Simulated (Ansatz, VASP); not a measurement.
## AlN: VASP beside Ansatz

```
CELL_PARAMETERS angstrom
-3.13024 0.00000 0.00000
-1.56512 -2.71087 0.00000
-2.34768 -1.35543 10.03596
ATOMIC_POSITIONS crystal
Al 0.88103 0.88103 0.90461
Al 0.13103 0.13103 0.40461
Al 0.58936 0.58936 0.15461
Al 0.33936 0.33936 0.65461
N 0.28564 0.28564 0.09539
N 0.03564 0.03564 0.59539
N 0.49397 0.49397 0.34539
N 0.24397 0.24397 0.84539
```

Alike in both runs: task single point; functional PBE; k mesh 8 × 8 × 3; occupations gaussian, width 0.05 eV; no spin polarisation.

```csv
,VASP,Ansatz
version,VASP 6.6.1,Ansatz 0.2.0
potentials or method,"VASP PAW PBE potentials, release 64 (Al, N), cutoff 520 eV","scalar-relativistic, plane waves, PAW"
valence electrons in the cell,32,32
```

|  | VASP | Ansatz | Ansatz less VASP |
| --- | --- | --- | --- |
| gap on the k mesh at the Fermi level (eV) | 3.02 | 3.01 | -0.005 |
| least direct gap on the mesh (eV) | 3.02 | 3.01 | -0.005 |
| pressure (GPa) | -1.5 | -1.2 | +0.25 |
| traceless stress, the component that is largest in VASP (GPa) | 7.05 | 7.02 | -0.025 |
| rms of the force components (eV/Å) | 0.375 | 0.377 | +0.0013 |

Atom by atom the forces differ by 0.004 eV/Å (rms over components). The functional is the same, so the differences come from potentials, cutoffs and numerics.
